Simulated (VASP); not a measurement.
Ga2As5: single point with PBE

Ga2As5:

```
Ga As
1.0
     3.95423    0.00000    0.00000
    -1.97711    3.42446    0.00000
     0.00000    0.00000   24.89596
Ga As
4 10
Cartesian
  1.9771 1.1415 21.7962
  0.0000 0.0000 18.3972
  0.0000 2.2830 3.0997
  0.0000 0.0000 6.4988
  0.0000 0.0000 14.7315
  0.0000 2.2830 13.4843
  0.0000 0.0000 20.9603
  0.0000 2.2830 17.4562
  1.9771 1.1415 24.3882
  0.0000 0.0000 3.9356
  1.9771 1.1415 7.4397
  0.0000 2.2830 0.5077
  0.0000 0.0000 10.1644
  1.9771 1.1415 11.4116
```

* Program: VASP 6.6.1
* Task: single point
* Functional: PBE
* Potentials or basis: VASP PAW PBE potentials, release 64 (Ga_d, As)
* Cutoff: 520 eV
* k mesh: 5 × 5 × 1
* Occupations: gaussian, width 0.2 eV
* Spin: no spin polarisation

- Pressure: 0.4 GPa
- Largest force: 0.066 eV/Å
- Band gap on the k mesh: zero (bands 51 and 52 overlap by 0.60 eV)

Forces in eV/Å, atoms in the order of the input:
```
Ga   0.000  0.000 -0.055
Ga   0.000  0.000 -0.001
Ga   0.000  0.000  0.055
Ga   0.000  0.000  0.001
As   0.000  0.000  0.066
As   0.000  0.000  0.030
As   0.000  0.000  0.062
As   0.000  0.000  0.002
As   0.000  0.000  0.050
As   0.000  0.000 -0.062
As   0.000  0.000 -0.002
As   0.000  0.000 -0.050
As   0.000  0.000 -0.066
As   0.000  0.000 -0.030
```

Stress tensor (GPa, compression positive):
```
0.29 0.00 0.00
0.00 0.29 0.00
0.00 0.00 0.52
```

Levels at points of the mesh, in eV from the Fermi level:
| k point | band 49 | band 50 | band 51 | band 52 | band 53 | band 54 |
| --- | --- | --- | --- | --- | --- | --- |
| (0.00, 0.00, 0.00) | 0.27 | 0.27 | 0.28 | 0.28 | 0.63 | 1.17 |

Run time: 110 s on 1 thread of Intel(R) Xeon(R) 6975P-C (Granite Rapids) (shared host), peak memory 0.47 GiB.

Caveat: the k points lie up to 0.37 Å⁻¹ apart, too coarse for converged energies and pressures of a metal; semilocal functionals underestimate gaps, so a narrow gap can read as zero.
